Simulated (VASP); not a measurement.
A run of VASP 6.6.1 is set up as follows.

Contents of INCAR:

```
SYSTEM = SiO2
PREC     = Accurate       ! precision mode
ENCUT    = 520            ! plane-wave cutoff, eV
EDIFF    = 1E-6           ! SCF threshold, eV
ISMEAR   = 0              ! smearing method
SIGMA    = 0.05           ! smearing width, eV
LREAL    = .False.        ! projectors in reciprocal space
LASPH    = .True.         ! aspherical terms in the spheres
NELM     = 80             ! most SCF steps
ALGO     = Normal         ! electronic algorithm
ISIF     = 2              ! what is computed and relaxed
LWAVE    = .False.        ! write WAVECAR
LCHARG   = .False.        ! write CHGCAR
GGA      = CA             ! functional
NBANDS   = 25             ! bands
```

The input KPOINTS:

```
regular mesh
0
Gamma
  8 8 8
  0 0 0
```

Contents of POSCAR:

```
SiO2
1.0
   -2.3854953930      2.3854953930      3.8827022964
    2.3854953930     -2.3854953930      3.8827022964
    2.3854953930      2.3854953930     -3.8827022964
Si O
2 4
Direct
    0.0000000000      0.0000000000      0.0000000000
    0.7500000000      0.2500000000      0.5000000000
    0.9742769968      0.6250000000      0.8492769968
    0.3750000000      0.2242769968      0.3492769968
    0.7757230032      0.1250000000      0.1507230032
    0.8750000000      0.0257230032      0.6507230032
```

Potentials or basis: VASP PAW LDA potentials, release 64 (Si, O).

The run is started by

```sh
$ cat potpaw_LDA.64/Si/POTCAR potpaw_LDA.64/O/POTCAR > POTCAR
$ mpirun -np 1 vasp_std > vasp.out
```

(1) Estimate the largest force.

(2) What does it give for the band gap on the k mesh?

(3) Estimate the pressure.

## Answers

(1) 0.118 eV/Å.

(2) 5.60 eV.

(3) -0.1 GPa.

Caveat: the stress differs along the axes, from -4 to 2 GPa.
